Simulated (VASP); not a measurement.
# Sn in VASP: single point with PBE

Aim: the single point of Sn with PBE.

Everything below comes from runs of VASP 6.6.1. Logs are shortened: lines on timing, memory, paths and dates and some standing lists are left out, and cuts for length are marked.

## 1. The cell of the first run

The cell holds a slab with vacuum, 4 atoms: a = 3.304 Å, b = 5.396 Å, c = 20.673 Å, α = 90.00°, β = 90.00°, γ = 90.00°.

## 2. Single point, PBE

The input, INCAR:

```
SYSTEM = Sn
PREC     = Accurate       ! precision mode
ENCUT    = 520            ! plane-wave cutoff, eV
EDIFF    = 1E-6           ! SCF threshold, eV
ISMEAR   = -1             ! smearing method
SIGMA    = 0.05           ! smearing width, eV
LREAL    = .False.        ! projectors in reciprocal space
LASPH    = .True.         ! aspherical terms in the spheres
NELM     = 60             ! most SCF steps
ALGO     = Normal         ! electronic algorithm
ISIF     = 2              ! what is computed and relaxed
LWAVE    = .False.        ! write WAVECAR
LCHARG   = .False.        ! write CHGCAR
LDIPOL   = .True.       
IDIPOL   = 3            
DIPOL    = 0.5 0.5 0.500
GGA      = PE             ! functional
NBANDS   = 36             ! bands
```

The input, KPOINTS:

```
regular mesh
0
Gamma
  10 6 1
  0 0 0
```

The input, POSCAR:

```
Sn
1.0
    3.3041926597      0.0000000000      0.0000000000
    0.0000000000      5.3957240187      0.0000000000
    0.0000000000      0.0000000000     20.6728000000
Sn
4
Direct
   -0.0020503923      0.2500000000      0.4119582891
    0.4999513891      0.7500000000      0.4531744895
    0.5000486168      0.2500000000      0.5468255095
    0.0020503855      0.7500000000      0.5880417113
```

Potentials or basis: VASP PAW PBE potentials, release 64 (Sn_d).

On the command line:

```console
> cat potpaw_PBE.64/Sn_d/POTCAR > POTCAR
> mpirun -np 1 vasp_std > vasp.out
```

OUTCAR:

```text
SYSTEM = Sn
   PREC = Accurate
   ENCUT = 520
   EDIFF = 1E-6
   ISMEAR = -1
   LREAL = .False.
   LASPH = .True.
   NELM = 60
   ISIF = 2
   GGA = PE

 ion  position               nearest neighbor table
   1  0.998  0.250  0.412-   3 3.24   3 3.24   2 3.27   2 3.27   2 3.28   2 3.28
   2  0.500  0.750  0.453-   4 3.24   4 3.24   1 3.27   1 3.27   1 3.28   1 3.28   3 3.32   3 3.32

   3  0.500  0.250  0.547-   1 3.24   1 3.24   4 3.27   4 3.27   4 3.28   4 3.28   2 3.32   2 3.32

   4  0.002  0.750  0.588-   2 3.24   2 3.24   3 3.27   3 3.27   3 3.28   3 3.28

  LATTYP: Found a simple orthorhombic cell.
 ALAT       =     3.3041926597
 B/A-ratio  =     1.6329931618
 C/A-ratio  =     6.2565359012

  Lattice vectors:

 A1 = (   3.3041926597,   0.0000000000,   0.0000000000)
 A2 = (   0.0000000000,   5.3957240187,   0.0000000000)
 A3 = (   0.0000000000,   0.0000000000,  20.6728000000)

Analysis of symmetry for initial positions (statically):
=====================================================================
 Subroutine PRICEL returns:
 Original cell was already a primitive cell.

 Routine SETGRP: Setting up the symmetry group for a
 simple orthorhombic supercell.

 Subroutine GETGRP returns: Found  4 space group operations
 (whereof  2 operations were pure point group operations)
 out of a pool of  8 trial point group operations.

The static configuration has the point symmetry S_2 .
 The point group associated with its full space group is C_2h.

Analysis of symmetry for dynamics (positions and initial velocities):
=====================================================================
 Subroutine PRICEL returns:
 Original cell was already a primitive cell.

 Routine SETGRP: Setting up the symmetry group for a
 simple orthorhombic supercell.

 Subroutine GETGRP returns: Found  4 space group operations
 (whereof  2 operations were pure point group operations)
 out of a pool of  8 trial point group operations.

The dynamic configuration has the point symmetry S_2 .
 The point group associated with its full space group is C_2h.

 Subroutine INISYM returns: Found  4 space group operations
 (whereof  2 operations are pure point group operations),
 and found     1 'primitive' translations

----------------------------------------------------------------------------------------

                                     Primitive cell

  volume of cell :     368.5653

  direct lattice vectors                    reciprocal lattice vectors
     3.304192660  0.000000000  0.000000000     0.302645791  0.000000000  0.000000000
     0.000000000  5.395724019  0.000000000     0.000000000  0.185331940  0.000000000
     0.000000000  0.000000000 20.672800000     0.000000000  0.000000000  0.048372741

  length of vectors
     3.304192660  5.395724019 20.672800000     0.302645791  0.185331940  0.048372741

  position of ions in fractional coordinates (direct lattice)
     0.997949608  0.250000000  0.411958289
     0.499951389  0.750000000  0.453174490
     0.500048617  0.250000000  0.546825510
     0.002050385  0.750000000  0.588041711

  ion indices of the primitive-cell ions
   primitive index   ion index
                 1           1
                 2           2
                 3           3
                 4           4

----------------------------------------------------------------------------------------

 KPOINTS: regular mesh

Automatic generation of k-mesh.
 Grid dimensions read from file:
 generate k-points for:   10    6    1

 Generating k-lattice:

  Cartesian coordinates                     Fractional coordinates (reciprocal lattice)
     0.030264579  0.000000000  0.000000000     0.100000000  0.000000000  0.000000000
     0.000000000  0.030888657  0.000000000     0.000000000  0.166666667  0.000000000
     0.000000000  0.000000000  0.048372741     0.000000000  0.000000000  1.000000000

  Length of vectors
     0.030264579  0.030888657  0.048372741

  Shift w.r.t. Gamma in fractional coordinates (k-lattice)
     0.000000000  0.000000000  0.000000000

 Subroutine IBZKPT returns following result:
 ===========================================

 Found     24 irreducible k-points:

 Following reciprocal coordinates:
            Coordinates               Weight
  0.000000  0.000000  0.000000      1.000000
  0.100000  0.000000  0.000000      2.000000
  0.200000  0.000000  0.000000      2.000000
  0.300000  0.000000  0.000000      2.000000
  0.400000  0.000000  0.000000      2.000000
  0.500000  0.000000  0.000000      1.000000
[... 16 lines left out ...]
  0.400000  0.500000  0.000000      2.000000
  0.500000  0.500000  0.000000      1.000000
   k-points           NKPTS =     24   k-points in BZ     NKDIM =     24   number of bands    NBANDS=     36
   number of dos      NEDOS =    301   number of ions     NIONS =      4
   total plane-waves  NPLWV = 179200
   dimension x,y,z NGX =    28 NGY =   40 NGZ =  160
   dimension x,y,z NGXF=    56 NGYF=   80 NGZF=  320
   ions per type =               4
   NGX,Y,Z   is equivalent  to a cutoff of  14.09, 12.32, 12.87 a.u.
   NGXF,Y,Z  is equivalent  to a cutoff of  28.18, 24.65, 25.73 a.u.
 SYSTEM =  Sn
   PREC   = accura    normal or accurate (medium, high low for compatibility)
   ISTART =      0    job   : 0-new  1-cont  2-samecut
   ICHARG =      2    charge: 1-file 2-atom 10-const
   ISPIN  =      1    spin polarized calculation?
   LNONCOLLINEAR =      F non collinear calculations
   LSORBIT =      F    spin-orbit coupling
   LASPH  =      T    aspherical Exc in radial PAW
   ENCUT  =  520.0 eV  38.22 Ry    6.18 a.u.   6.14 10.03 38.44*2*pi/ulx,y,z
   NELM   =     60;   NELMIN=  2; NELMDL= -5     # of ELM steps
   EDIFF  = 0.1E-05   stopping-criterion for ELM
   LREAL  =      F    real-space projection
   EDIFFG = 0.1E-04   stopping-criterion for IOM
   NSW    =      0    number of steps for IOM
   IBRION =     -1    ionic relax: 0-MD 1-quasi-New 2-CG
   NFREE  =      0    steps in history (QN), initial steepest desc. (CG)
   ISIF   =      2    stress and relaxation
   ISYM   =      2    0-nonsym 1-usesym 2-fastsym
   POTIM  = 0.5000    time-step for ionic-motion
   TEBEG  =    0.0;   TEEND  =   0.0 temperature during run
   PSTRESS=    0.0 pullay stress
   NELECT =      56.0000    total number of electrons
   NUPDOWN=      -1.0000    fix difference up-down
   EMIN   =  10.00;   EMAX   =-10.00  energy-range for DOS
   EFERMI =   0.00;   METHOD = LEGACY
   ISMEAR =    -1;   SIGMA  =   0.05  broadening in eV -4-tet -1-fermi 0-gaus
   EFERMI_NEDOS =   21; number of points for ismear=-14 and -15
   IALGO  =     38    algorithm
   IMIX   =      4    mixing-type and parameters
     AMIX     =   0.40;   BMIX     =  1.00
     AMIX_MAG =   1.60;   BMIX_MAG =  1.00
  volume/ion in A,a.u.               =      92.14       621.80
  Fermi-wavevector in a.u.,A,eV,Ry     =   0.873573  1.650814 10.383019  0.763130
  Thomas-Fermi vector in A             =   1.992983
   LORBIT       =      0    0 simple, 1 ext, 2 COOP (PROOUT), +10 PAW based schemes
   GGA     = PE    functional components
   LHFCALC =     F    Hartree Fock is set to
   AEXX    =    0.0000 exact exchange contribution
   IVDW    =     0    specifies the selected vdW correction
   LEPSILON=     F    determine dielectric tensor
   LRPA    =     F    only Hartree local field effects (RPA)
 non-spin polarized calculation
  energy-cutoff  :      520.00
  volume of cell :      368.57
 maximum number of plane-waves:      9992
 NGX is ok and might be reduce to    28
   NGX = 13   NGY = 21   NGZ = 77

 number of electron      56.0000012 magnetization

 dipolmoment           0.000000      0.000000      0.000000 electrons x Angstroem

 Free energy of the ion-electron system (eV)
  ---------------------------------------------------
  ext. energy  EPLUGINS =         0.00000000
  ---------------------------------------------------
  free energy    TOTEN  =       -14.57589812 eV

  energy without entropy =      -14.56579260  energy(sigma->0) =      -14.57084536

 E-fermi :  -0.4074     XC(G=0):  -3.7402

 val. band max:       -0.4113913360   @ k =   0.3000   0.3333   0.0000
 cond. band min:      -0.3657760163   @ k =   0.4000   0.0000   0.0000
 fundamental gap:      0.0456153197
 Fermi energy:        -0.4074150558

 k-point     1 :       0.0000    0.0000    0.0000
  band No.  band energies     occupation
      1     -22.0278      2.00000
      2     -22.0011      2.00000
      3     -21.9425      2.00000
      4     -21.9408      2.00000
      5     -21.9284      2.00000
      6     -21.9219      2.00000
[... 28 lines left out ...]
     35       4.4000      0.00000
     36       4.5856      0.00000

 k-point     2 :       0.1000    0.0000    0.0000
  band No.  band energies     occupation
      1     -22.0100      2.00000
      2     -21.9855      2.00000
      3     -21.9556      2.00000
      4     -21.9442      2.00000
      5     -21.9280      2.00000
      6     -21.9159      2.00000
[... 28 lines left out ...]
     35       3.8292      0.00000
     36       4.5614      0.00000

 k-point     3 :       0.2000    0.0000    0.0000
  band No.  band energies     occupation
      1     -21.9716      2.00000
      2     -21.9651      2.00000
      3     -21.9548      2.00000
      4     -21.9531      2.00000
      5     -21.9424      2.00000
      6     -21.9302      2.00000
[... 28 lines left out ...]
     35       3.8786      0.00000
     36       4.2257      0.00000

 k-point     4 :       0.3000    0.0000    0.0000
  band No.  band energies     occupation
      1     -21.9817      2.00000
      2     -21.9719      2.00000
      3     -21.9677      2.00000
      4     -21.9582      2.00000
      5     -21.9276      2.00000
      6     -21.9159      2.00000
[... 28 lines left out ...]
     35       3.4137      0.00000
     36       4.5280      0.00000

 k-point     5 :       0.4000    0.0000    0.0000
  band No.  band energies     occupation
      1     -21.9905      2.00000
      2     -21.9815      2.00000
      3     -21.9771      2.00000
      4     -21.9696      2.00000
      5     -21.9433      2.00000
      6     -21.9369      2.00000
[... 655 lines left out ...]
 k-point    22 :       0.3000    0.5000    0.0000
  band No.  band energies     occupation
      1     -21.9795      2.00000
      2     -21.9795      2.00000
      3     -21.9599      2.00000
      4     -21.9599      2.00000
      5     -21.9341      2.00000
      6     -21.9341      2.00000
[... 28 lines left out ...]
     35       4.2763      0.00000
     36       4.2763      0.00000

 k-point    23 :       0.4000    0.5000    0.0000
  band No.  band energies     occupation
      1     -21.9938      2.00000
      2     -21.9938      2.00000
      3     -21.9678      2.00000
      4     -21.9678      2.00000
      5     -21.9440      2.00000
      6     -21.9440      2.00000
[... 28 lines left out ...]
     35       4.3163      0.00000
     36       4.3163      0.00000

 k-point    24 :       0.5000    0.5000    0.0000
  band No.  band energies     occupation
      1     -21.9994      2.00000
      2     -21.9994      2.00000
      3     -21.9708      2.00000
      4     -21.9708      2.00000
      5     -21.9479      2.00000
      6     -21.9478      2.00000
[... 28 lines left out ...]
     35       3.9270      0.00000
     36       3.9270      0.00000

------------------------ aborting loop because EDIFF is reached ----------------------------------------

 vacuum level on the upper side and lower side of the slab       (xc-potential included)        -0.109        -0.109

  FORCE on cell =-STRESS in cart. coord.  units (eV):
  Direction    XX          YY          ZZ          XY          YZ          ZX
  --------------------------------------------------------------------------------------
  -------------------------------------------------------------------------------------
  Total       -0.6488499      2.5238040     -0.0165493      0.0000000      0.0000000     -0.0093849
  in kB       -2.8205931     10.9711414     -0.0719407      0.0000000      0.0000000     -0.0407968
  external PRESSURE =       2.6928692 kB  Pullay stress =       0.0000000 kB

 VOLUME and BASIS-vectors are now :
 -----------------------------------------------------------------------------
  energy-cutoff  :      520.00
  volume of cell :      368.57
      direct lattice vectors                 reciprocal lattice vectors
     3.304192660  0.000000000  0.000000000     0.302645791  0.000000000  0.000000000
     0.000000000  5.395724019  0.000000000     0.000000000  0.185331940  0.000000000
     0.000000000  0.000000000 20.672800000     0.000000000  0.000000000  0.048372741

 POSITION                                       TOTAL-FORCE (eV/Angst)
 -----------------------------------------------------------------------------------
      3.29742      1.34893      8.51633         0.002689      0.000000     -0.007866
      1.65194      4.04679      9.36839        -0.000012      0.000000     -0.002893
      1.65226      1.34893     11.30441         0.000012     -0.000000      0.002893
      0.00677      4.04679     12.15647        -0.002689     -0.000000      0.007866
 -----------------------------------------------------------------------------------
    total drift:                                0.000001      0.000000      0.000025

  FREE ENERGIE OF THE ION-ELECTRON SYSTEM (eV)
  ---------------------------------------------------
  free  energy   TOTEN  =       -14.5758981233 eV

  energy  without entropy=      -14.5657925972  energy(sigma->0) =      -14.57084536

 vacuum level on the upper side and lower side of the slab         3.512         3.512
```

It took 12 min on 1 thread of Intel Xeon Platinum 8375C at 2.90GHz (Ice Lake), shared host; peak memory 0.55 GiB.

Results:

```yaml
Free_energy: -14.5759 eV
Largest_force: 0.008 eV/Å
Band_gap_on_the_k_mesh: zero (band 28 reaches 1.07 eV, above the bottom of band 29 at -1.11 eV)
```

Forces on the atoms (eV/Å):
```
Sn   0.003  0.000 -0.008
Sn   0.000  0.000 -0.003
Sn   0.000  0.000  0.003
Sn  -0.003  0.000  0.008
```

Levels at points of the mesh, in eV from the Fermi level:
```
           k point  band 25  band 26  band 27  band 28  band 29  band 30  band 31  band 32
(0.00, 0.00, 0.00)    -4.19    -2.18    -2.08    -0.68     2.06     2.70     2.93     3.06
(0.50, 0.00, 0.00)    -2.41    -1.56    -1.50    -1.01    -0.49     0.15     0.67     1.16
(0.00, 0.50, 0.00)    -2.40    -2.40     1.16     1.16     2.33     2.33     3.84     3.84
(0.50, 0.50, 0.00)    -3.21    -3.21    -3.05    -3.05     1.10     1.10     1.40     1.40
```

Caveat: spin-orbit coupling is left out, which moves the levels of the heavy elements.
